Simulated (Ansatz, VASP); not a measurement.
## Two plane-wave programs on TlAg3Te2

File INCAR:

```
SYSTEM = TlAg3Te2
PREC     = Accurate       ! precision mode
ENCUT    = 520            ! plane-wave cutoff, eV
EDIFF    = 1E-8           ! SCF threshold, eV
ISMEAR   = -1             ! smearing method
SIGMA    = 0.02           ! smearing width, eV
LREAL    = .False.        ! projectors in reciprocal space
LASPH    = .True.         ! aspherical terms in the spheres
NELM     = 60             ! most SCF steps
ALGO     = Normal         ! electronic algorithm
ISIF     = 2              ! what is computed and relaxed
LWAVE    = .False.        ! write WAVECAR
LCHARG   = .False.        ! write CHGCAR
GGA      = PE             ! functional
LEFG     = .True.       
NBANDS   = 38             ! bands
```

File KPOINTS:

```
regular mesh
0
Gamma
  6 6 6
  0 0 0
```

Contents of POSCAR:

```
TlAg3Te2
1.0
    2.3000000000     -7.7250000000      0.0000000000
    2.3000000000      7.7250000000      0.0000000000
    0.0000000000      0.0000000000      4.7600000000
Tl Ag Te
1 3 2
Direct
    0.0000000000      0.0000000000      0.0000000000
    0.5000000000      0.5000000000      0.5000000000
    0.3150000000      0.6850000000      0.0000000000
    0.6850000000      0.3150000000      0.0000000000
    0.1250000000      0.8750000000      0.5000000000
    0.8750000000      0.1250000000      0.5000000000
```

Input for Ansatz:

```yaml
crystal:
  lattice:
    - [2.3, -7.725, 0.0]
    - [2.3, 7.725, 0.0]
    - [0.0, 0.0, 4.76]
  atoms:
    - { symbol: Tl, position: [0.0, 0.0, 0.0] }
    - { symbol: Ag, position: [0.5, 0.5, 0.5] }
    - { symbol: Ag, position: [0.315, 0.685, 0.0] }
    - { symbol: Ag, position: [0.685, 0.315, 0.0] }
    - { symbol: Te, position: [0.125, 0.875, 0.5] }
    - { symbol: Te, position: [0.875, 0.125, 0.5] }
kpoints:
  mp_grid: { grid: [6, 6, 6] }
scf:
  occupations: { method: fermi_dirac, width: 0.02 }
hamiltonian:
  xc: pbe
  pseudopotentials: { kind: paw }
output:
  forces: true
  stress: true
  populations: true
  efg: { contact_densities: true }
```

Alike in both runs: task electric field gradients; functional PBE; k mesh 6 × 6 × 6; occupations fermi-dirac, width 0.02 eV; no spin polarisation.

|  | VASP | Ansatz |
| --- | --- | --- |
| version | VASP 6.6.1 | Ansatz 0.2.0 |
| potentials or method | VASP PAW PBE potentials, release 64 (Tl_d, Ag, Te) | plane-wave PAW, scalar-relativistic |
| plane-wave cutoff (eV) | 520 | 420 |
| valence electrons in the cell | 58 | 102 |

Ansatz gave:

```
pressure (GPa)                                                : -1.6
traceless stress, the component that is largest in VASP (GPa) : -3.61
rms of the force components (eV/Å)                            : 0.507
size of Vzz on the site where it differs most (V/Å²)          : 196.4
```

Q: Which values does VASP return?

A: Pressure (GPa): -1.7; traceless stress, the component that is largest in VASP (GPa): -3.61; rms of the force components (eV/Å): 0.507; size of Vzz on the site where it differs most (V/Å²): 187.8.

Atom by atom the forces differ by 0.001 eV/Å (rms over components). VASP's potentials hold 58 valence electrons a cell and Ansatz's 102, so a difference there can come from the potentials and not from the codes.

Spin-orbit coupling is off throughout.
